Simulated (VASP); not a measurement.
# B3P (I4/mmm) in VASP: a series of runs

The runs below take B3P through single point, relaxation of cell and atoms, with PBE.

Program: VASP 6.6.1. These are calculated values, not measurements. Logs are shortened: lines on timing, memory, paths and dates and some standing lists are left out, and cuts for length are marked.

## (1) The cell of the first run

Symmetry: I4/mmm, No. 139, tetragonal system. Conventional cell: a = 3.206 Å, b = 3.206 Å, c = 7.162 Å, α = 90.00°, β = 90.00°, γ = 90.00°. Within 3.0 Å of B (site symmetry 4/mmm) lie 4 P at 2.27 Å and 8 B at 2.40 Å. B (site symmetry -4m2) has 8 B at 2.27 to 2.40 Å and 4 P at 2.40 Å within 3.0 Å. Within 3.0 Å of P (site symmetry 4/mmm) lie 12 B at 2.27 to 2.40 Å.

## (2) Single point, PBE

Input file INCAR:

```
PREC = Accurate
ENCUT = 500
EDIFF = 1E-6
ISMEAR = 0
SIGMA = 0.1
LREAL = False
LASPH = True
NELM = 120
ALGO = Normal
ISIF = 2
LWAVE = False
LCHARG = False
GGA = PE
NBANDS = 15
GGA_COMPAT = False
```

Input file KPOINTS:

```
Automatic mesh
0
Gamma
  8 8 8
```

Input file POSCAR:

```
B3P
1.0
   -1.6030905643      1.6030905643      3.5809295722
    1.6030905643     -1.6030905643      3.5809295722
    1.6030905643      1.6030905643     -3.5809295722
B P
3 1
Direct
    0.5000000000      0.5000000000      0.0000000000
    0.2500000000      0.7500000000      0.5000000000
    0.7500000000      0.2500000000      0.5000000000
    0.0000000000      0.0000000000      0.0000000000
```

Potentials or basis: VASP PAW PBE potentials, release 64 (B, P).

Run with:

```bash
> cat potpaw_PBE.64/B/POTCAR potpaw_PBE.64/P/POTCAR > POTCAR
> mpirun -np 1 vasp_std > vasp.out
```

OUTCAR:

```text
PREC = Accurate
   ENCUT = 500
   EDIFF = 1E-6
   ISMEAR = 0
   LREAL = False
   LASPH = True
   NELM = 120
   ISIF = 2
   GGA = PE

 ion  position               nearest neighbor table
   1  0.500  0.500  0.000-   4 2.27   4 2.27   4 2.27   4 2.27
   2  0.250  0.750  0.500-   4 2.40   4 2.40   4 2.40   4 2.40
   3  0.750  0.250  0.500-   4 2.40   4 2.40   4 2.40   4 2.40
   4  0.000  0.000  0.000-   1 2.27   1 2.27   1 2.27   1 2.27   3 2.40   2 2.40   3 2.40   2 2.40
                             3 2.40   3 2.40   2 2.40   2 2.40

  LATTYP: Found a body centered tetragonal cell.
 ALAT       =     3.2061811286
 C/A-ratio  =     2.2337662338

  Lattice vectors:

 A1 = (  -1.6030905643,   1.6030905643,   3.5809295722)
 A2 = (   1.6030905643,  -1.6030905643,   3.5809295722)
 A3 = (   1.6030905643,   1.6030905643,  -3.5809295722)

Analysis of symmetry for initial positions (statically):
=====================================================================
 Subroutine PRICEL returns:
 Original cell was already a primitive cell.

 Routine SETGRP: Setting up the symmetry group for a
 body centered tetragonal supercell.

 Subroutine GETGRP returns: Found 16 space group operations
 (whereof 16 operations were pure point group operations)
 out of a pool of 16 trial point group operations.

The static configuration has the point symmetry D_4h.

Analysis of symmetry for dynamics (positions and initial velocities):
=====================================================================
 Subroutine PRICEL returns:
 Original cell was already a primitive cell.

 Routine SETGRP: Setting up the symmetry group for a
 body centered tetragonal supercell.

 Subroutine GETGRP returns: Found 16 space group operations
 (whereof 16 operations were pure point group operations)
 out of a pool of 16 trial point group operations.

The dynamic configuration has the point symmetry D_4h.

 Subroutine INISYM returns: Found 16 space group operations
 (whereof 16 operations are pure point group operations),
 and found     1 'primitive' translations

----------------------------------------------------------------------------------------

                                     Primitive cell

  volume of cell :      36.8105

  direct lattice vectors                    reciprocal lattice vectors
    -1.603090564  1.603090564  3.580929572     0.000000000  0.311897538  0.139628549
     1.603090564 -1.603090564  3.580929572     0.311897538  0.000000000  0.139628549
     1.603090564  1.603090564 -3.580929572     0.311897538  0.311897538  0.000000000

  length of vectors
[... 101 lines left out ...]
   ISMEAR =     0;   SIGMA  =   0.10  broadening in eV -4-tet -1-fermi 0-gaus
   EFERMI_NEDOS =   21; number of points for ismear=-14 and -15
   IALGO  =     38    algorithm
   IMIX   =      4    mixing-type and parameters
     AMIX     =   0.40;   BMIX     =  1.00
     AMIX_MAG =   1.60;   BMIX_MAG =  1.00
  volume/ion in A,a.u.               =       9.20        62.10
  Fermi-wavevector in a.u.,A,eV,Ry     =   1.186115  2.241433 19.141619  1.406869
  Thomas-Fermi vector in A             =   2.322295
   LORBIT       =      0    0 simple, 1 ext, 2 COOP (PROOUT), +10 PAW based schemes
   GGA     = PE    functional components
   LHFCALC =     F    Hartree Fock is set to
   AEXX    =    0.0000 exact exchange contribution
   IVDW    =     0    specifies the selected vdW correction
   LEPSILON=     F    determine dielectric tensor
   LRPA    =     F    only Hartree local field effects (RPA)
 non-spin polarized calculation
 Gauss-broadening in eV      SIGMA  =   0.10
  energy-cutoff  :      500.00
  volume of cell :       36.81
 maximum number of plane-waves:       954
   NGX = 15   NGY = 15   NGZ = 15

 number of electron      14.0000000 magnetization

 Free energy of the ion-electron system (eV)
  ---------------------------------------------------
  ext. energy  EPLUGINS =         0.00000000
  ---------------------------------------------------
  free energy    TOTEN  =       -18.55391422 eV

  energy without entropy =      -18.54587820  energy(sigma->0) =      -18.54989621

 E-fermi :   8.6483     XC(G=0): -11.8680

 val. band max:        8.6224521887   @ k =  -0.2500   0.1250  -0.0000
 cond. band min:       8.6513130590   @ k =   0.3750   0.0000  -0.0000
 fundamental gap:      0.0288608703
 Fermi energy:         8.6483312012

 k-point     1 :       0.0000    0.0000    0.0000
  band No.  band energies     occupation
      1      -8.0443      2.00000
      2       1.4565      2.00000
      3       3.3684      2.00000
      4       5.2512      2.00000
      5       5.2512      2.00000
      6       6.3708      2.00000
      7       6.3708      2.00000
      8       7.8618      2.00000
      9       8.3685      1.99992
     10       9.5080      0.00000
     11       9.5366      0.00000
     12      13.9679      0.00000
     13      13.9679      0.00000
     14      19.3078      0.00000
[... 401 lines left out ...]
      2      -2.6013      2.00000
      3       1.6586      2.00000
      4       2.1016      2.00000
      5       2.5094      2.00000
      6       3.8336      2.00000
      7       7.9620      2.00000
      8       8.1149      2.00000
      9      11.1514      0.00000
     10      11.4030      0.00000
     11      14.4852      0.00000
     12      14.8523      0.00000
     13      15.2264      0.00000
     14      15.4142      0.00000
     15      17.5808      0.00000

 [... further k-points ...]

------------------------ aborting loop because EDIFF is reached ----------------------------------------

  FORCE on cell =-STRESS in cart. coord.  units (eV):
  Direction    XX          YY          ZZ          XY          YZ          ZX
  --------------------------------------------------------------------------------------
  -------------------------------------------------------------------------------------
  Total       -5.6899790     -5.6899790     -1.6446872      0.0000000     -0.0000000      0.0000000
  in kB     -247.6562881   -247.6562881    -71.5849951      0.0000000     -0.0000000      0.0000000
  external PRESSURE =    -188.9658571 kB  Pullay stress =       0.0000000 kB

 VOLUME and BASIS-vectors are now :
 -----------------------------------------------------------------------------
  energy-cutoff  :      500.00
  volume of cell :       36.81
      direct lattice vectors                 reciprocal lattice vectors
    -1.603090564  1.603090564  3.580929572     0.000000000  0.311897538  0.139628549
     1.603090564 -1.603090564  3.580929572     0.311897538  0.000000000  0.139628549
     1.603090564  1.603090564 -3.580929572     0.311897538  0.311897538  0.000000000

 POSITION                                       TOTAL-FORCE (eV/Angst)
 -----------------------------------------------------------------------------------
      0.00000      0.00000      3.58093        -0.000000     -0.000000     -0.000000
      1.60309      0.00000      1.79046         0.000000     -0.000000      0.000000
      0.00000      1.60309      1.79046        -0.000000      0.000000      0.000000
      0.00000      0.00000      0.00000        -0.000000     -0.000000     -0.000000
 -----------------------------------------------------------------------------------
    total drift:                               -0.000000     -0.000000     -0.000000

  FREE ENERGIE OF THE ION-ELECTRON SYSTEM (eV)
  ---------------------------------------------------
  free  energy   TOTEN  =       -18.5539142230 eV

  energy  without entropy=      -18.5458781971  energy(sigma->0) =      -18.54989621
```

stdout:

```text
POSCAR found type information on POSCAR B P
 POSCAR found :  2 types and       4 ions
 scaLAPACK will be used
 LDA part: xc-table for (Slater+PW92), standard interpolation
 POSCAR, INCAR and KPOINTS ok, starting setup
 FFT: planning ... GRIDC
 FFT: planning ... GRID_SOFT
 FFT: planning ... GRID
 WAVECAR not read
 entering main loop
```

Run time: 42 s. Hardware: 1 thread of Intel Xeon 8259CL, shared host; peak memory 0.18 GiB.

Results:

```
Free energy            : -18.5539 eV
Pressure               : -18.9 GPa
Band gap on the k mesh : zero (bands 7 and 8 overlap by 6.47 eV)
```

Levels at points of the mesh, in eV from the Fermi level:
```
           k point  band 4  band 5  band 6  band 7  band 8  band 9  band 10  band 11
(0.00, 0.00, 0.00)   -3.40   -3.40   -2.28   -2.28   -0.79   -0.28     0.86     0.89
(0.50, 0.00, 0.00)   -7.33   -1.71   -1.37    0.40    1.52    1.84     2.55     2.95
(0.50, 0.50, 0.00)   -7.50   -7.38   -5.99   -0.67   -0.35   -0.16     0.45     7.01
(0.50, 0.50, 0.50)   -5.46   -2.25   -1.53    2.48    2.48    3.69     3.87     4.60
```

Caveat: the cell stands under tension.

## (3) Single point, PBE

This run uses another cell than the first one: it holds 8 atoms, not 4.

Input file INCAR:

```
ALGO = Normal
EDIFF = 1E-6
ENCUT = 500
GGA = PE
GGA_COMPAT = F
ISIF = 2
ISMEAR = 0
LASPH = T
LCHARG = F
LREAL = F
LWAVE = F
NBANDS = 24
NELM = 120
PREC = Accurate
SIGMA = 0.1
```

Input file KPOINTS:

```
k-points
0
Gamma
  6 6 6
```

Input file POSCAR:

```
B3P
1.0
   -2.8085417212      2.8085417212      0.0000000000
    2.8085417212      2.8085417212      0.0000000000
    1.4042708606     -1.4042708606     -4.6529557830
B P
6 2
Direct
    0.0000000000      0.5000000000      0.0000000000
    0.5000000000      1.0000000000      0.0000000000
    0.5000000000      0.2500000000      0.5000000000
    0.0000000000      0.7500000000      0.5000000000
    0.0000000000      0.2500000000      0.5000000000
    0.5000000000      0.7500000000      0.5000000000
    1.0000000000      0.0000000000      1.0000000000
    0.5000000000      0.5000000000      0.0000000000
```

Potentials or basis: VASP PAW PBE potentials, release 64 (B, P).

Run with:

```bash
> cat potpaw_PBE.64/B/POTCAR potpaw_PBE.64/P/POTCAR > POTCAR
> mpirun -np 1 vasp_std > vasp.out
```

It took 2.1 min on 1 thread of Intel Xeon 8259CL, shared host; peak memory 0.21 GiB.

Results (log left out):

| Item | Value |
| --- | --- |
| Free energy | -39.8543 eV |
| Pressure | 0.7 GPa |
| Band gap on the k mesh | zero (bands 14 and 15 overlap by 3.38 eV) |

Stress tensor (GPa, compression positive):
```
 1.74  0.11  0.00
 0.11  1.74  0.00
 0.00  0.00 -1.36
```

Levels at points of the mesh, in eV from the Fermi level:
```tsv
k point	band 11	band 12	band 13	band 14	band 15	band 16	band 17	band 18
(0.00, 0.00, 0.00)	-2.06	-1.90	-1.90	-0.32	-0.31	0.30	0.47	3.42
(0.50, 0.00, 0.00)	-2.81	-2.81	-1.80	-1.80	2.11	2.11	3.51	3.51
(0.00, 0.50, 0.00)	-3.99	-3.99	-2.42	-2.42	1.94	1.94	4.95	4.95
(0.50, 0.50, 0.00)	-1.59	-1.59	1.44	1.44	2.57	2.57	4.29	4.29
(0.00, 0.00, 0.50)	-2.42	-2.17	-2.06	-1.84	0.30	0.47	0.64	0.65
(0.00, 0.50, 0.50)	-1.00	-1.00	-0.40	-0.40	0.11	0.11	2.40	2.40
```

## (4) Single point, PBE

This run uses another cell than the first one, of 8.84 Å³/atom.

Input file INCAR:

```
ALGO     = Normal         # electronic algorithm
EDIFF    = 1E-6           # SCF threshold, eV
ENCUT    = 520            # plane-wave cutoff, eV
GGA      = PE             # functional
ISIF     = 2              # what is computed and relaxed
ISMEAR   = 0              # smearing method
LASPH    = T              # aspherical terms in the spheres
LCHARG   = T              # write CHGCAR
LELF     = T              # ELF
LREAL    = F              # projectors in reciprocal space
LVHAR    = T            
LWAVE    = F              # write WAVECAR
NBANDS   = 15             # bands
NELM     = 60             # most SCF steps
PREC     = Accurate       # precision mode
SIGMA    = 0.1            # smearing width, eV
```

Input file KPOINTS:

```
k-points
0
Gamma
  8 8 8
```

Input file POSCAR:

```
B3P
1.0
   -1.4150758271      1.4150758271      4.4132627370
    1.4150758271     -1.4150758271      4.4132627370
    1.4150758271      1.4150758271     -4.4132627370
B P
3 1
Direct
    0.5000000000      0.5000000000      0.0000000000
    0.2500000000      0.7500000000      0.5000000000
    0.7500000000      0.2500000000      0.5000000000
    0.0000000000      0.0000000000      0.0000000000
```

Potentials or basis: VASP PAW PBE potentials, release 64 (B, P).

Run with:

```bash
> cat potpaw_PBE.64/B/POTCAR potpaw_PBE.64/P/POTCAR > POTCAR
> mpirun -np 1 vasp_std > vasp.out
```

OUTCAR:

```text
EDIFF = 1E-6
   ENCUT = 520
   GGA = PE
   ISIF = 2
   ISMEAR = 0
   LASPH = T
   LREAL = F
   NELM = 60
   PREC = Accurate

 ion  position               nearest neighbor table
   1  0.500  0.500  0.000-   4 2.00   4 2.00   4 2.00   4 2.00
   2  0.250  0.750  0.500-   3 2.00   3 2.00   3 2.00   3 2.00
   3  0.750  0.250  0.500-   2 2.00   2 2.00   2 2.00   2 2.00
   4  0.000  0.000  0.000-   1 2.00   1 2.00   1 2.00   1 2.00

  LATTYP: Found a body centered tetragonal cell.
 ALAT       =     2.8301516542
 C/A-ratio  =     3.1187464675

  Lattice vectors:

 A1 = (  -1.4150758271,   1.4150758271,   4.4132627370)
 A2 = (   1.4150758271,  -1.4150758271,   4.4132627370)
 A3 = (   1.4150758271,   1.4150758271,  -4.4132627370)

Analysis of symmetry for initial positions (statically):
=====================================================================
 Subroutine PRICEL returns:
 Original cell was already a primitive cell.

 Routine SETGRP: Setting up the symmetry group for a
 body centered tetragonal supercell.

 Subroutine GETGRP returns: Found 16 space group operations
 (whereof 16 operations were pure point group operations)
 out of a pool of 16 trial point group operations.

The static configuration has the point symmetry D_4h.

Analysis of symmetry for dynamics (positions and initial velocities):
=====================================================================
 Subroutine PRICEL returns:
 Original cell was already a primitive cell.

 Routine SETGRP: Setting up the symmetry group for a
 body centered tetragonal supercell.

 Subroutine GETGRP returns: Found 16 space group operations
 (whereof 16 operations were pure point group operations)
 out of a pool of 16 trial point group operations.

The dynamic configuration has the point symmetry D_4h.

 Subroutine INISYM returns: Found 16 space group operations
[... 129 lines left out ...]
   IVDW    =     0    specifies the selected vdW correction
   LEPSILON=     F    determine dielectric tensor
   LRPA    =     F    only Hartree local field effects (RPA)
 non-spin polarized calculation
 Gauss-broadening in eV      SIGMA  =   0.10
  energy-cutoff  :      520.00
  volume of cell :       35.35
 maximum number of plane-waves:       972
   NGX = 17   NGY = 17   NGZ = 17

 number of electron      14.0000000 magnetization

 Free energy of the ion-electron system (eV)
  ---------------------------------------------------
  ext. energy  EPLUGINS =         0.00000000
  ---------------------------------------------------
  free energy    TOTEN  =       -19.90654009 eV

  energy without entropy =      -19.89910795  energy(sigma->0) =      -19.90282402

 E-fermi :   8.2465     XC(G=0): -11.9329

 val. band max:        8.2424752147   @ k =  -0.3750  -0.3750   0.2500
 cond. band min:       8.2566360883   @ k =  -0.2500   0.3750   0.1250
 fundamental gap:      0.0141608735
 Fermi energy:         8.2464942344

 k-point     1 :       0.0000    0.0000    0.0000
  band No.  band energies     occupation
      1      -8.3162      2.00000
      2      -1.4314      2.00000
      3      -0.2181      2.00000
      4       6.0466      2.00000
      5       6.0466      2.00000
      6       7.7140      2.00000
      7       7.7140      2.00000
      8      11.2430      0.00000
      9      11.8858      0.00000
     10      13.3264      0.00000
     11      13.8810      0.00000
     12      14.5476      0.00000
     13      18.5737      0.00000
     14      19.9943      0.00000
[... 401 lines left out ...]
      2      -2.1725      2.00000
      3       1.0368      2.00000
      4       1.1728      2.00000
      5       4.7502      2.00000
      6       5.5989      2.00000
      7       7.6587      2.00000
      8       7.7244      2.00000
      9       8.6352      0.00000
     10       8.9080      0.00000
     11      13.3291      0.00000
     12      13.5837      0.00000
     13      19.3946      0.00000
     14      20.1196      0.00000
     15      20.1581      0.00000

 [... further k-points ...]

------------------------ aborting loop because EDIFF is reached ----------------------------------------

  FORCE on cell =-STRESS in cart. coord.  units (eV):
  Direction    XX          YY          ZZ          XY          YZ          ZX
  --------------------------------------------------------------------------------------
  -------------------------------------------------------------------------------------
  Total       -0.0800975     -0.0800975      0.0518748      0.0000000      0.0000000      0.0000000
  in kB       -3.6303645     -3.6303645      2.3511925      0.0000000      0.0000000      0.0000000
  external PRESSURE =      -1.6365122 kB  Pullay stress =       0.0000000 kB

 VOLUME and BASIS-vectors are now :
 -----------------------------------------------------------------------------
  energy-cutoff  :      520.00
  volume of cell :       35.35
      direct lattice vectors                 reciprocal lattice vectors
    -1.415075827  1.415075827  4.413262737     0.000000000  0.353337956  0.113294864
     1.415075827 -1.415075827  4.413262737     0.353337956  0.000000000  0.113294864
     1.415075827  1.415075827 -4.413262737     0.353337956  0.353337956  0.000000000

 POSITION                                       TOTAL-FORCE (eV/Angst)
 -----------------------------------------------------------------------------------
      0.00000      0.00000      4.41326        -0.000000     -0.000000      0.000000
      1.41508      0.00000      2.20663         0.000000      0.000000     -0.000000
      0.00000      1.41508      2.20663        -0.000000     -0.000000     -0.000000
      0.00000      0.00000      0.00000        -0.000000     -0.000000      0.000000
 -----------------------------------------------------------------------------------
    total drift:                               -0.000000      0.000000      0.000000

  FREE ENERGIE OF THE ION-ELECTRON SYSTEM (eV)
  ---------------------------------------------------
  free  energy   TOTEN  =       -19.9065400875 eV

  energy  without entropy=      -19.8991079475  energy(sigma->0) =      -19.90282402
```

It took 36 s on 1 thread of AMD EPYC 9R45 (Zen 5), shared host; peak memory 0.17 GiB.

What came out:

| Property | Result |
| --- | --- |
| Free energy | -19.9065 eV |
| Pressure | -0.2 GPa |
| Band gap on the k mesh | zero (bands 7 and 8 overlap by 5.44 eV) |

Levels at points of the mesh, in eV from the Fermi level:
```
           k point  band 3  band 4  band 5  band 6  band 7  band 8  band 9  band 10  band 11  band 12
(0.00, 0.00, 0.00)   -8.46   -2.20   -2.20   -0.53   -0.53    3.00    3.64     5.08     5.63     6.30
(0.50, 0.00, 0.00)   -8.00   -7.97   -1.53   -1.43    1.06    2.01    4.16     4.71     5.21     6.00
(0.50, 0.50, 0.00)   -8.36   -6.39   -6.25   -4.07   -2.98   -1.77    0.05     0.08     3.94     4.12
(0.50, 0.50, 0.50)   -2.91   -2.91   -1.17   -1.10    0.86    0.86    2.88     2.97     6.42     6.61
```

[end of part 1 of 2]
